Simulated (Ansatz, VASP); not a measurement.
**C: VASP beside Ansatz**

The input INCAR:

```
SYSTEM = C
ALGO = Normal
EDIFF = 1E-6
ENCUT = 520
GGA = PS
ISIF = 2
ISMEAR = 0
IVDW = 12
LASPH = .TRUE.
LCHARG = .TRUE.
LELF = .TRUE.
LREAL = .FALSE.
LVHAR = .TRUE.
LWAVE = .FALSE.
NBANDS = 16
NELM = 80
PREC = Accurate
SIGMA = 0.15
```

The input KPOINTS:

```
k-points
0
G
  18 18 6
  0 0 0
```

The input POSCAR:

```
C
1.0
    2.4580081303     -0.3687012195      0.0000000000
   -1.5483086877      2.3130480933      0.0000000000
    0.0000000000      0.0000000000      6.9255097181
C
4
Direct
    0.0000000000      0.0000000000      0.0025000000
    0.0000000000      0.0000000000      0.5025000000
    0.3333333333      0.6666666667      0.0025000000
    0.6666666667      0.3333333333      0.5025000000
```

Input for Ansatz:

```yaml
crystal:
  lattice:
    - [2.4580081303, -0.3687012195, 0.0]
    - [-1.5483086877, 2.3130480933, 0.0]
    - [0.0, 0.0, 6.9255097181]
  atoms:
    - { symbol: C, position: [0.0, 0.0, 0.0025] }
    - { symbol: C, position: [0.0, 0.0, 0.5025] }
    - { symbol: C, position: [0.3333333333, 0.6666666667, 0.0025] }
    - { symbol: C, position: [0.6666666667, 0.3333333333, 0.5025] }
basis:
  ecutwfc: 520.0
kpoints:
  mp_grid: { grid: [18, 18, 6] }
hamiltonian:
  xc: pbesol
  pseudopotentials: { kind: paw, azcp: { folder: soft_1 } }
  dispersion: d3bj
scf:
  occupations: { method: gaussian, width: 0.15 }
output:
  forces: true
  stress: true
  eigenvalues: true
```

Change from the starting cell: engineering shear strain xy -0.3000, normal strain along z +0.0525.

Alike in both runs: task single point; functional PBEsol; dispersion D3(BJ); k mesh 18 × 18 × 6; occupations gaussian, width 0.15 eV; no spin polarisation.

```csv
,VASP,Ansatz
version,VASP 6.6.1,Ansatz 0.2.0
potentials or method,"VASP PAW PBE potentials, release 64 (C), cutoff 520 eV","scalar-relativistic, plane waves, PAW"
valence electrons in the cell,16,16
```

VASP gave:

| Item | Value |
| --- | --- |
| gap on the k mesh at the Fermi level (eV) | 0.15 |
| least direct gap on the mesh (eV) | 0.16 |
| pressure (GPa) | 34.5 |
| traceless stress, the component that is largest in VASP (GPa) | 139.07 |
| rms of the force components (eV/Å) | 3.293 |

Task: Estimate Ansatz's values.

Result: gap on the k mesh at the Fermi level (eV): 0.15; least direct gap on the mesh (eV): 0.17; pressure (GPa): 33.6; traceless stress, the component that is largest in VASP (GPa): 138.51; rms of the force components (eV/Å): 3.234.

VASP's potentials were made for PBE, not for PBEsol, and Ansatz warns of the same on its side. Atom by atom the forces differ by 0.067 eV/Å (rms over components). Both programs put the cell under a high pressure, so it lies far from rest at this level.
